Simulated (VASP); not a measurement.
# Cd2Si: single point with LDA

Crystal: Cd2Si.

```
Cd Si
1.0
     0.00000    2.36132    7.09442
     1.74073    0.00000    7.09442
     1.74073    2.36132    0.00000
Cd Si
2 1
Direct
  0.33863 0.33863 0.66137
  0.66137 0.66137 0.33863
  0.00000 0.00000 0.00000
```

```yaml
Program: VASP 6.6.1
Task: single point
Functional: LDA
Potentials_or_basis: VASP PAW LDA potentials, release 64 (Cd, Si)
Cutoff: 520 eV
k_mesh: 8 × 8 × 8
Occupations: gaussian, width 0.01 eV
Spin: no spin polarisation
```

* Pressure: -1.0 GPa
* Largest force: 0.020 eV/Å
* Band gap on the k mesh: zero (band 14 reaches 7.37 eV, above the bottom of band 15 at 3.36 eV)

Forces in eV/Å, atoms in the order of the input:
```
Cd   0.000  0.000 -0.020
Cd   0.000  0.000  0.020
Si   0.000  0.000  0.000
```

Stress tensor (GPa, compression positive):
```
 0.10  0.00  0.00
 0.00 -1.25  0.00
 0.00  0.00 -1.97
```

Levels at points of the mesh, in eV from the Fermi level:
```csv
k point,band 10,band 11,band 12,band 13,band 14,band 15,band 16,band 17,band 18,band 19
"(0.00, 0.00, 0.00)",-8.57,-8.53,-7.04,-6.63,2.60,2.68,5.18,6.57,8.27,9.84
"(0.50, 0.00, 0.00)",-8.45,-6.42,-4.73,-3.22,-2.03,0.05,0.57,4.36,4.69,5.54
"(0.50, 0.50, 0.00)",-8.58,-8.56,-8.51,-3.39,-2.21,5.06,6.52,8.27,8.64,8.84
"(0.50, 0.00, 0.50)",-8.09,-4.49,-3.78,0.13,0.41,0.58,0.70,0.78,3.52,3.71
"(0.00, 0.50, 0.50)",-8.09,-4.48,-3.33,-1.42,-0.35,0.33,2.06,2.96,3.09,5.39
```

Run time: 99 s on 1 thread of Intel(R) Xeon(R) Platinum 8559C (Emerald Rapids), on a shared host, peak memory 0.27 GiB.
